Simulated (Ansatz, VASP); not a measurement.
Hf2ZrGe3: VASP beside Ansatz

```
Zr Hf Ge
1.0
     4.61433   -2.45047    0.00000
     4.61433    2.45047    0.00000
     0.00000    0.00000    5.31920
Zr Hf Ge
1 2 3
Cartesian
  4.6143 0.0000 2.6596
  6.1109 0.0000 0.0000
  3.1177 0.0000 0.0000
  7.5291 0.0000 2.6596
  1.6996 0.0000 2.6596
  0.0000 0.0000 0.0000
```

Alike in both runs: functional PBE; k mesh 4 × 4 × 3; occupations gaussian, width 0.2 eV; no spin polarisation.

Ansatz relaxed the structure, and its values are those at the end. VASP's run is a single point on that final structure, the one shown.

|  | VASP | Ansatz |
| --- | --- | --- |
| version | VASP 6.6.1 | Ansatz 0.2.0 |
| potentials or method | VASP PAW PBE potentials, release 64 (Zr_sv, Hf_pv, Ge_d), cutoff 500 eV | scalar-relativistic, plane waves, PAW |
| valence electrons in the cell | 74 | 106 |

Ansatz gave:

| Property | Result |
| --- | --- |
| gap on the k mesh at the Fermi level (eV) | none |
| pressure (GPa) | -0.3 |
| rms of the force components (eV/Å) | 0.020 |

Q: What did VASP give for the same quantities?

A: gap on the k mesh at the Fermi level (eV): none; pressure (GPa): -0.5; rms of the force components (eV/Å): 0.019.

A gap of «none» marks a metal or a gap that the smearing closes. VASP's potentials hold 74 valence electrons a cell and Ansatz's 106, so a difference there can come from the potentials and not from the codes.

The k mesh is coarse, so the values compare programs but aren't converged. Spin-orbit coupling is off throughout.
